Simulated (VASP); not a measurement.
Wanted: the native input for a VASP 6.6.1 run.

```yaml
Task: single point
Functional: LDA
Potentials_or_basis: VASP PAW LDA potentials, release 64 (Ti_sv, C)
Cutoff: 520 eV
k_mesh: 11 × 11 × 2
Occupations: methfessel-paxton, width 0.05 eV
Spin: no spin polarisation
Dipole_correction: no
Further_INCAR_settings: ALGO = Normal; EDIFF = 1e-06; NBANDS = 55
```

The structure of Ti3C2 lies in POSCAR:

```
Ti3C2
1.0
    3.0666049700      0.0000000000      0.0000000000
   -1.5333024800      2.6557578000      0.0000000000
    0.0000000000      0.0000000000     15.1171500700
Ti C
6 4
Direct
    0.3333333276      0.6666666704      0.8438777098
    0.6666666691      0.3333333296      0.3438777101
    0.6666666691      0.3333333296      0.1561222902
    0.3333333276      0.6666666704      0.6561222899
    0.0000000000      0.0000000000      0.0000000000
    0.0000000000      0.0000000000      0.4999999997
    0.6666666691      0.3333333296      0.9141037600
    0.3333333276      0.6666666704      0.4141037597
    0.6666666691      0.3333333296      0.5858962403
    0.3333333276      0.6666666704      0.0858962400
```

The input as run:

INCAR

```
SYSTEM = Ti3C2
PREC = Accurate
ENCUT = 520
EDIFF = 1E-6
ISMEAR = 1
SIGMA = 0.05
LREAL = .False.
LASPH = .True.
NELM = 80
ALGO = Normal
ISIF = 2
LWAVE = .False.
LCHARG = .True.
GGA = CA
LELF = .True.
LVHAR = .True.
NBANDS = 55
```

KPOINTS

```
Automatic mesh
0
Gamma
  11 11 2
  0 0 0
```

Potentials or basis: VASP PAW LDA potentials, release 64 (Ti_sv, C).

Run with:

```console
$ cat potpaw_LDA.64/Ti_sv/POTCAR potpaw_LDA.64/C/POTCAR > POTCAR
$ mpirun -np 1 vasp_std > vasp.out
```

Results of the run:

The pressure is -9.2 GPa. The largest force is 0.440 eV/Å and the band gap on the k mesh is zero (band 44 reaches 8.76 eV, above the bottom of band 45 at 8.15 eV).

Wall time 3.1 min on 1 thread of Intel(R) Xeon(R) Platinum 8488C (Sapphire Rapids), on a shared host, peak memory 0.29 GiB.
